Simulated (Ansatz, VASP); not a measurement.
## One calculation of Si, two programs

The input INCAR:

```
SYSTEM = Si
ALGO = Normal ; EDIFF = 1E-6
ENCUT = 500 ; GGA = PE
GGA_COMPAT = .False. ; ISIF = 2
ISMEAR = 0 ; LASPH = .True.
LCHARG = .False. ; LREAL = .False.
LWAVE = .False. ; NBANDS = 11
NELM = 120 ; PREC = Accurate
SIGMA = 0.02
```

Contents of KPOINTS:

```
k-points
0
Gamma
  8 8 8
  0 0 0
```

POSCAR

```
Si
1.0
    0.0000000000      2.7348308347      2.7348308347
    2.7348308347      0.0000000000      2.7348308347
    2.7348308347      2.7348308347      0.0000000000
Si
2
Direct
    0.0000000000      0.0000000000      0.0000000000
    0.2500000000      0.2500000000      0.2500000000
```

Input for Ansatz:

```yaml
crystal:
  lattice:
    - [0.0, 2.7348308347, 2.7348308347]
    - [2.7348308347, 0.0, 2.7348308347]
    - [2.7348308347, 2.7348308347, 0.0]
  atoms:
    - { symbol: Si, position: [0.0, 0.0, 0.0] }
    - { symbol: Si, position: [0.25, 0.25, 0.25] }
basis:
  ecutwfc: 420
kpoints:
  mp_grid: { grid: [8, 8, 8] }
  band_path:
    path:
      - [[0.0, 0.0, 0.0], [0.5, 0.0, 0.5], [0.625, 0.25, 0.625]]
      - [[0.375, 0.375, 0.75], [0.0, 0.0, 0.0], [0.5, 0.5, 0.5], [0.5, 0.25, 0.75], [0.5, 0.0, 0.5]]
    npoints: 10
hamiltonian:
  xc: pbe
  pseudopotentials: { kind: paw, azcp: { folder: soft_1 } }
scf:
  occupations: { method: gaussian, width: 0.02 }
  n_extra_bands: 7
output:
  forces: true
  stress: true
  eigenvalues: true
  write_density: true
  write_potential: true
  elf: true
  volumetric_format: npy
```

Alike in both runs: task single point; functional PBE; k mesh 8 × 8 × 8; occupations gaussian, width 0.02 eV; no spin polarisation.

|  | VASP | Ansatz |
| --- | --- | --- |
| version | VASP 6.6.1 | Ansatz 0.2.0 |
| potentials or method | VASP PAW PBE potentials, release 64 (Si), cutoff 500 eV | scalar-relativistic, plane waves, PAW |
| valence electrons in the cell | 8 | 8 |

Ansatz gave:

| Quantity | Value |
| --- | --- |
| gap on the k mesh at the Fermi level (eV) | 0.65 |
| least direct gap on the mesh (eV) | 2.55 |
| pressure (GPa) | 0.0 |

Task: What did VASP give for the same quantities?

Result: gap on the k mesh at the Fermi level (eV): 0.65; least direct gap on the mesh (eV): 2.56; pressure (GPa): 0.0.
